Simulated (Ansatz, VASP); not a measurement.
## One calculation of Cu15O8, two programs

```
Cu O
1.0
    -4.26000    4.26000    4.26000
     4.26000   -4.26000    4.26000
     4.26000    4.26000   -4.26000
Cu O
15 8
Cartesian
  1.0639 1.0639 5.3306
  1.0659 5.3252 1.0702
  5.3252 1.0659 1.0702
  1.0660 3.1192 3.1241
  1.0648 3.2503 -1.1153
  1.0654 -1.1207 3.2553
  -3.1964 3.2712 3.2764
  3.1186 3.1186 1.0703
  3.2701 3.2701 -3.1903
  3.2509 -1.1196 1.0704
  -1.1196 3.2509 1.0704
  3.1192 1.0660 3.1241
  3.2503 1.0648 -1.1153
  3.2712 -3.1964 3.2764
  -1.1207 1.0654 3.2553
  0.1118 0.1118 0.1186
  -0.0383 -0.0383 4.2955
  -0.0374 4.2918 -0.0326
  4.2918 -0.0374 -0.0326
  2.0174 2.0174 2.0227
  2.1670 2.1670 -2.1558
  2.1688 -2.1611 2.1731
  -2.1611 2.1688 2.1731
```

Change from the starting cell: Cu vacancy, charge +0, ions relaxed.

Alike in both runs: functional PBE; k mesh 3 × 3 × 3; occupations fermi-dirac, width 0.01 eV; collinear spin.

Ansatz relaxed the structure, and its values are those at the end. VASP's run is a single point on that final structure, the one shown.

|  | VASP | Ansatz |
| --- | --- | --- |
| version | VASP 6.6.1 | Ansatz 0.2.0 |
| potentials or method | VASP PAW PBE potentials, release 64 (Cu, O) | plane-wave PAW, scalar-relativistic |
| plane-wave cutoff (eV) | 520 | 420 |
| valence electrons in the cell | 213 | 333 |

```csv
,VASP,Ansatz,Ansatz less VASP
pressure (GPa),-0.1,-0.8,-0.70
rms of the force components (eV/Å),0.020,0.002,-0.0179
net moment per atom (μB),0.00,0.00,0.000
```

VASP's potentials hold 213 valence electrons a cell and Ansatz's 333, so a difference there can come from the potentials and not from the codes. Ansatz's warnings: seeded moment not kept, stress scf threshold loose.
